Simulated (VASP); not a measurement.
Runs of VASP 6.6.1 on Cu. The structure is that of space group Cmcm (No. 63), or close to it. The cells are those of the table. 

```tsv
task	level	potentials or basis	cell	cutoff (eV)	gap on the mesh (eV)	pressure (GPa)	largest force (eV/Å)
single point	PBEsol+D3(BJ)	VASP PAW PBE potentials, release 64 (Cu)	a = 4.078, b = 4.078, c = 2.437 Å, angles 90.0, 90.0, 146.0°, 2 atoms	520	none	0.7	0.01
single point	BLYP+D3(BJ)	VASP PAW PBE potentials, release 64 (Cu)	a = 4.114, b = 4.114, c = 2.464 Å, angles 90.0, 90.0, 145.8°, 2 atoms	520	none	(a)	-
relaxation of cell and atoms	PBEsol+D3(BJ)	VASP PAW PBE potentials, release 64 (Cu)	relaxed from a = 4.159, b = 4.159, c = 2.475 Å, angles 90.0, 90.0, 145.9°, 2 atoms	600	none	0.0	-
single point	LDA	VASP PAW LDA potentials, release 64 (Cu)	a = 4.082, b = 4.082, c = 2.441 Å, angles 90.0, 90.0, 145.9°, 2 atoms	520	none	0.9	0.01
```

Alike in all rows: no spin polarisation; k mesh 14 × 14 × 13; smearing methfessel-paxton 0.1 eV.

**Question.** Estimate the missing entries.

**Answer.** (a) 0.6.

Caveats: the PAW data sets were made with another functional, which shifts forces and pressure a little (some runs); pairwise dispersion overbinds metals, which lowers pressure and volume (some runs).

A gap of «none» marks levels without a gap at the run's occupations.
